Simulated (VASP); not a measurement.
Write the native input for VASP 6.6.1 that does the following.

| Property | Result |
| --- | --- |
| Task | single point |
| Functional | PBE |
| Potentials or basis | VASP PAW PBE potentials, release 64 (Si) |
| Cutoff | 520 eV |
| k mesh | 11 × 11 × 11 |
| Occupations | fermi-dirac, width 0.15 eV |
| Spin | no spin polarisation |
| Dipole correction | no |
| Further INCAR settings | ALGO = Normal; EDIFF = 1e-07; NBANDS = 11 |

The structure of Si lies in POSCAR:

```
Si
1.0
    0.0000000000      2.7154700000      2.7154700000
    2.7154700000      0.0000000000      2.7154700000
    2.7154700000      2.7154700000      0.0000000000
Si
2
Direct
    0.5000000000      0.5000000000      0.5000000000
    0.7500000000      0.7500000000      0.7500000000
```

The input as run:

INCAR

```
SYSTEM = Si
PREC = Accurate
ENCUT = 520
EDIFF = 1E-7
ISMEAR = -1
SIGMA = 0.15
LREAL = .False.
LASPH = .True.
NELM = 60
ALGO = Normal
ISIF = 2
LWAVE = .False.
LCHARG = .True.
GGA = PE
LELF = .True.
LVHAR = .True.
NBANDS = 11
```

KPOINTS

```
Automatic mesh
0
Gamma
  11 11 11
  0 0 0
```

Potentials or basis: VASP PAW PBE potentials, release 64 (Si).

Launch:

```bash
$ cat potpaw_PBE.64/Si/POTCAR > POTCAR
$ mpirun -np 1 vasp_std > vasp.out
```

Results of the run:

```
Pressure               : 1.9 GPa
Band gap on the k mesh : 0.60 eV, indirect (least direct gap 2.57 eV)
```

Run time: 18 s on 1 thread of Intel(R) Xeon(R) Platinum 8488C (Sapphire Rapids), on a shared host, peak memory 0.16 GiB.
